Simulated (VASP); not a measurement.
# Re (Fm-3m) in VASP: a series of runs

The runs below take Re through single point, relaxation of cell and atoms, with PBEsol.

All numbers are computed with VASP 6.6.1; they aren't measurements. Logs are shortened: lines on timing, memory, paths and dates and some standing lists are left out, and cuts for length are marked.

## 1. The cell of the first run

Symmetry: Fm-3m, No. 225, cubic system. Conventional cell: a = 3.879 Å, b = 3.879 Å, c = 3.879 Å, α = 90.00°, β = 90.00°, γ = 90.00°. Re (site symmetry m-3m) has 12 Re at 2.74 Å within 3.6 Å.

This isn't the form of Re at room conditions, which is hcp.

## 2. Single point, PBEsol

Input file INCAR:

```
ALGO = Normal ; EDIFF = 1E-6
ENCUT = 520 ; GGA = PS
ISIF = 2 ; ISMEAR = -1
LASPH = True ; LCHARG = False
LREAL = False ; LWAVE = False
NBANDS = 10 ; NELM = 100
PREC = Accurate ; SIGMA = 0.1
```

Input file KPOINTS:

```
k-points
0
Gamma
  8 8 8
```

Input file POSCAR:

```
Re
1.0
    0.0000000000      1.9394505813      1.9394505813
    1.9394505813      0.0000000000      1.9394505813
    1.9394505813      1.9394505813      0.0000000000
Re
1
Direct
    0.0000000000      0.0000000000      0.0000000000
```

Potentials or basis: VASP PAW PBE potentials, release 64 (Re).

The run is started by

```bash
cat potpaw_PBE.64/Re/POTCAR > POTCAR
mpirun -np 1 vasp_std > vasp.out
```

OUTCAR:

```text
EDIFF = 1E-6
   ENCUT = 520
   GGA = PS
   ISIF = 2
   ISMEAR = -1
   LASPH = True
   LREAL = False
   NELM = 100
   PREC = Accurate

 ion  position               nearest neighbor table
   1  0.000  0.000  0.000-

  LATTYP: Found a face centered cubic cell.
 ALAT       =     3.8789011626

  Lattice vectors:

 A1 = (   0.0000000000,   1.9394505813,   1.9394505813)
 A2 = (   1.9394505813,   0.0000000000,   1.9394505813)
 A3 = (   1.9394505813,   1.9394505813,   0.0000000000)

Analysis of symmetry for initial positions (statically):
=====================================================================
 Subroutine PRICEL returns:
 Original cell was already a primitive cell.

 Routine SETGRP: Setting up the symmetry group for a
 face centered cubic supercell.

 Subroutine GETGRP returns: Found 48 space group operations
 (whereof 48 operations were pure point group operations)
 out of a pool of 48 trial point group operations.

The static configuration has the point symmetry O_h .

Analysis of symmetry for dynamics (positions and initial velocities):
=====================================================================
 Subroutine PRICEL returns:
 Original cell was already a primitive cell.

 Routine SETGRP: Setting up the symmetry group for a
 face centered cubic supercell.

 Subroutine GETGRP returns: Found 48 space group operations
 (whereof 48 operations were pure point group operations)
 out of a pool of 48 trial point group operations.

The dynamic configuration has the point symmetry O_h .

 Subroutine INISYM returns: Found 48 space group operations
 (whereof 48 operations are pure point group operations),
 and found     1 'primitive' translations

----------------------------------------------------------------------------------------

                                     Primitive cell

  volume of cell :      14.5904

  direct lattice vectors                    reciprocal lattice vectors
     0.000000000  1.939450581  1.939450581    -0.257804971  0.257804971  0.257804971
     1.939450581  0.000000000  1.939450581     0.257804971 -0.257804971  0.257804971
     1.939450581  1.939450581  0.000000000     0.257804971  0.257804971 -0.257804971

  length of vectors
     2.742797316  2.742797316  2.742797316     0.446531307  0.446531307  0.446531307

  position of ions in fractional coordinates (direct lattice)
     0.000000000  0.000000000  0.000000000

  ion indices of the primitive-cell ions
   primitive index   ion index
                 1           1

----------------------------------------------------------------------------------------

 KPOINTS: k-points

Automatic generation of k-mesh.
 Grid dimensions read from file:
 generate k-points for:    8    8    8

 Generating k-lattice:

  Cartesian coordinates                     Fractional coordinates (reciprocal lattice)
    -0.032225621  0.032225621  0.032225621     0.125000000  0.000000000  0.000000000
     0.032225621 -0.032225621  0.032225621     0.000000000  0.125000000  0.000000000
     0.032225621  0.032225621 -0.032225621     0.000000000  0.000000000  0.125000000

  Length of vectors
     0.055816413  0.055816413  0.055816413

  Shift w.r.t. Gamma in fractional coordinates (k-lattice)
     0.000000000  0.000000000  0.000000000

 Subroutine IBZKPT returns following result:
 ===========================================

 Found     29 irreducible k-points:

 Following reciprocal coordinates:
            Coordinates               Weight
  0.000000  0.000000  0.000000      1.000000
  0.125000  0.000000  0.000000      8.000000
  0.250000  0.000000  0.000000      8.000000
  0.375000  0.000000  0.000000      8.000000
  0.500000  0.000000  0.000000      4.000000
  0.125000  0.125000  0.000000      6.000000
[... 16 lines left out ...]
  0.500000  0.250000  0.125000     48.000000
 -0.375000  0.250000  0.125000     24.000000
 [... further k-points ...]
   k-points           NKPTS =     29   k-points in BZ     NKDIM =     29   number of bands    NBANDS=     10
   number of dos      NEDOS =    301   number of ions     NIONS =      1
   total plane-waves  NPLWV =   8000
   dimension x,y,z NGX =    20 NGY =   20 NGZ =   20
   dimension x,y,z NGXF=    40 NGYF=   40 NGZF=   40
   ions per type =               1
   NGX,Y,Z   is equivalent  to a cutoff of  12.12, 12.12, 12.12 a.u.
   NGXF,Y,Z  is equivalent  to a cutoff of  24.24, 24.24, 24.24 a.u.
 SYSTEM =  unknown system
   PREC   = accura    normal or accurate (medium, high low for compatibility)
   ISTART =      0    job   : 0-new  1-cont  2-samecut
   ICHARG =      2    charge: 1-file 2-atom 10-const
   ISPIN  =      1    spin polarized calculation?
   LNONCOLLINEAR =      F non collinear calculations
   LSORBIT =      F    spin-orbit coupling
   LASPH  =      T    aspherical Exc in radial PAW
   ENCUT  =  520.0 eV  38.22 Ry    6.18 a.u.   5.10  5.10  5.10*2*pi/ulx,y,z
   NELM   =    100;   NELMIN=  2; NELMDL= -5     # of ELM steps
   EDIFF  = 0.1E-05   stopping-criterion for ELM
   LREAL  =      F    real-space projection
   EDIFFG = 0.1E-04   stopping-criterion for IOM
   NSW    =      0    number of steps for IOM
   IBRION =     -1    ionic relax: 0-MD 1-quasi-New 2-CG
   NFREE  =      0    steps in history (QN), initial steepest desc. (CG)
   ISIF   =      2    stress and relaxation
   ISYM   =      2    0-nonsym 1-usesym 2-fastsym
   POTIM  = 0.5000    time-step for ionic-motion
   TEBEG  =    0.0;   TEEND  =   0.0 temperature during run
   PSTRESS=    0.0 pullay stress
   NELECT =       7.0000    total number of electrons
   NUPDOWN=      -1.0000    fix difference up-down
   EMIN   =  10.00;   EMAX   =-10.00  energy-range for DOS
   EFERMI =   0.00;   METHOD = LEGACY
   ISMEAR =    -1;   SIGMA  =   0.10  broadening in eV -4-tet -1-fermi 0-gaus
   EFERMI_NEDOS =   21; number of points for ismear=-14 and -15
   IALGO  =     38    algorithm
   IMIX   =      4    mixing-type and parameters
     AMIX     =   0.40;   BMIX     =  1.00
     AMIX_MAG =   1.60;   BMIX_MAG =  1.00
  volume/ion in A,a.u.               =      14.59        98.46
  Fermi-wavevector in a.u.,A,eV,Ry     =   1.281599  2.421871 22.347511  1.642496
  Thomas-Fermi vector in A             =   2.413959
   LORBIT       =      0    0 simple, 1 ext, 2 COOP (PROOUT), +10 PAW based schemes
   GGA     = PS    functional components
   LHFCALC =     F    Hartree Fock is set to
   AEXX    =    0.0000 exact exchange contribution
   IVDW    =     0    specifies the selected vdW correction
   LEPSILON=     F    determine dielectric tensor
   LRPA    =     F    only Hartree local field effects (RPA)
 non-spin polarized calculation
  energy-cutoff  :      520.00
  volume of cell :       14.59
 maximum number of plane-waves:       411
   NGX = 11   NGY = 11   NGZ = 11

 number of electron       7.0000001 magnetization

 Free energy of the ion-electron system (eV)
  ---------------------------------------------------
  ext. energy  EPLUGINS =         0.00000000
  ---------------------------------------------------
  free energy    TOTEN  =       -13.29350430 eV

  energy without entropy =      -13.26259580  energy(sigma->0) =      -13.27805005

 E-fermi :   8.2098     XC(G=0): -13.8632

 val. band max:        7.9258580289   @ k =  -0.3750   0.5000   0.1250
 cond. band min:       8.3019285784   @ k =  -0.2500   0.5000   0.2500
 fundamental gap:      0.3760705495
 Fermi energy:         8.2097758852

 k-point     1 :       0.0000    0.0000    0.0000
  band No.  band energies     occupation
      1      -2.1356      2.00000
      2       6.1547      2.00000
      3       6.1547      2.00000
      4       6.1547      2.00000
      5       9.3976      0.00001
      6       9.3976      0.00001
      7      22.0318      0.00000
      8      27.7352      0.00000
      9      27.7352      0.00000
     10      27.7352      0.00000

 k-point     2 :       0.1250    0.0000    0.0000
  band No.  band energies     occupation
      1      -1.4258      2.00000
      2       5.7166      2.00000
      3       6.4577      2.00000
      4       6.4577      2.00000
      5       9.1837      0.00012
      6       9.1837      0.00012
      7      23.3246      0.00000
      8      25.2798      0.00000
      9      29.0460      0.00000
     10      29.0460      0.00000

 k-point     3 :       0.2500    0.0000    0.0000
  band No.  band energies     occupation
      1       0.1910      2.00000
      2       5.3179      2.00000
      3       6.6321      2.00000
      4       6.6321      2.00000
      5       9.5431      0.00000
      6       9.5431      0.00000
      7      22.0570      0.00000
      8      25.9088      0.00000
      9      32.4061      0.00000
     10      32.4161      0.00000

 k-point     4 :       0.3750    0.0000    0.0000
  band No.  band energies     occupation
      1       1.0762      2.00000
      2       6.1811      2.00000
      3       6.1811      2.00000
      4       6.7318      2.00000
      5      11.0706      0.00000
      6      11.0706      0.00000
      7      19.7582      0.00000
      8      23.2164      0.00000
      9      30.3182      0.00000
     10      30.3182      0.00000
[... 222 lines left out ...]
 k-point    22 :       0.3750    0.2500    0.1250
  band No.  band energies     occupation
      1       1.6477      2.00000
      2       4.1091      2.00000
      3       5.8474      2.00000
      4       8.4343      0.19147
      5       8.5071      0.09734
      6      11.6939      0.00000
      7      23.4961      0.00000
      8      26.9915      0.00000
      9      27.3552      0.00000
     10      28.7547      0.00000

 k-point    23 :       0.5000    0.2500    0.1250
  band No.  band energies     occupation
      1       2.6934      2.00000
      2       4.5254      2.00000
      3       5.1213      2.00000
      4       7.9147      1.90060
      5      10.5300      0.00000
      6      13.7798      0.00000
      7      20.1275      0.00000
      8      25.1792      0.00000
      9      25.5893      0.00000
     10      30.6410      0.00000

 k-point    24 :      -0.3750    0.2500    0.1250
  band No.  band energies     occupation
      1       2.7918      2.00000
      2       4.2549      2.00000
      3       6.1381      2.00000
      4       7.5530      1.99719
      5      11.5225      0.00000
      6      15.5069      0.00000
      7      17.1485      0.00000
      8      24.6922      0.00000
      9      25.7536      0.00000
     10      28.4787      0.00000

 [... further k-points ...]
[... 5 lines left out ...]
  --------------------------------------------------------------------------------------
  -------------------------------------------------------------------------------------
  Total        0.0076801      0.0076801      0.0076801      0.0000000     -0.0000000     -0.0000000
  in kB        0.8433524      0.8433524      0.8433524      0.0000000     -0.0000000     -0.0000000
  external PRESSURE =       0.8433524 kB  Pullay stress =       0.0000000 kB

 VOLUME and BASIS-vectors are now :
 -----------------------------------------------------------------------------
  energy-cutoff  :      520.00
  volume of cell :       14.59
      direct lattice vectors                 reciprocal lattice vectors
     0.000000000  1.939450581  1.939450581    -0.257804971  0.257804971  0.257804971
     1.939450581  0.000000000  1.939450581     0.257804971 -0.257804971  0.257804971
     1.939450581  1.939450581  0.000000000     0.257804971  0.257804971 -0.257804971

 POSITION                                       TOTAL-FORCE (eV/Angst)
 -----------------------------------------------------------------------------------
      0.00000      0.00000      0.00000         0.000000      0.000000      0.000000
 -----------------------------------------------------------------------------------
    total drift:                                0.000000      0.000000     -0.000000

  FREE ENERGIE OF THE ION-ELECTRON SYSTEM (eV)
  ---------------------------------------------------
  free  energy   TOTEN  =       -13.2935043023 eV

  energy  without entropy=      -13.2625957993  energy(sigma->0) =      -13.27805005
```

Run time: 2.3 s. Hardware: 1 thread of Intel Xeon 6975P-C (Granite Rapids), shared host; peak memory 0.13 GiB.

Results:

```
Free energy            : -13.2935 eV
Pressure               : 0.1 GPa
Band gap on the k mesh : zero (an odd number of electrons rules out a gap without spin polarisation)
```

Levels at points of the mesh, in eV from the Fermi level:
```csv
k point,band 2,band 3,band 4,band 5,band 6,band 7
"(0.00, 0.00, 0.00)",-2.06,-2.06,-2.06,1.19,1.19,13.82
"(0.50, 0.00, 0.00)",-2.27,-2.27,0.12,3.79,3.79,9.98
"(0.50, 0.50, 0.00)",-6.16,2.72,3.74,4.55,4.55,12.23
```

Caveat: the PAW data sets were made with another functional, which shifts forces and pressure a little; spin-orbit coupling is left out, which moves the levels of the heavy elements.

(Part 1 of 2 ends here.)
